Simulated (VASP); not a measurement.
Here is a VASP 6.6.1 calculation.

File INCAR:

```
SYSTEM = BN
PREC = Accurate
ENCUT = 520
EDIFF = 1E-8
ISMEAR = 0
SIGMA = 0.01
LREAL = .False.
LASPH = .True.
NELM = 100
ALGO = Normal
ISIF = 2
LWAVE = .False.
LCHARG = .False.
GGA = PS
IBRION = 8
NSW = 1
LEPSILON = .True.
```

KPOINTS

```
regular mesh
0
Gamma
  12 12 4
  0 0 0
```

File POSCAR:

```
BN
1.0
    2.4901110406      0.0000000000      0.0000000000
   -1.2450555203      2.1564994194      0.0000000000
    0.0000000000      0.0000000000      5.8032738657
B N
2 2
Direct
    0.3333333333      0.6666666667      0.2500000000
    0.6666666667      0.3333333333      0.7500000000
    0.3333333333      0.6666666667      0.7500000000
    0.6666666667      0.3333333333      0.2500000000
```

Potentials or basis: VASP PAW PBE potentials, release 64 (B, N).

The run is started by

```console
$ cat potpaw_PBE.64/B/POTCAR potpaw_PBE.64/N/POTCAR > POTCAR
$ mpirun -np 1 vasp_std > vasp.out
```

Problem. Predict the electronic dielectric tensor (diagonal).

Solution. 5.25, 5.25, 3.66.

Problem. Estimate the Born charges (mean of the diagonal).

Solution. B +2.20; N -2.20 e.

Problem. Predict the highest phonon frequency at Γ, LO-TO splitting left out.

Solution. 1392 cm⁻¹.

Phonon frequencies in cm⁻¹ (negative: imaginary):
| q point | frequencies |
| --- | --- |
| (0.000, 0.000, 0.000) | 0 0 0 86 86 211 673 784 1390 1390 1392 1392 |

Caveat: the cell stands under pressure or tension, which shifts response properties.
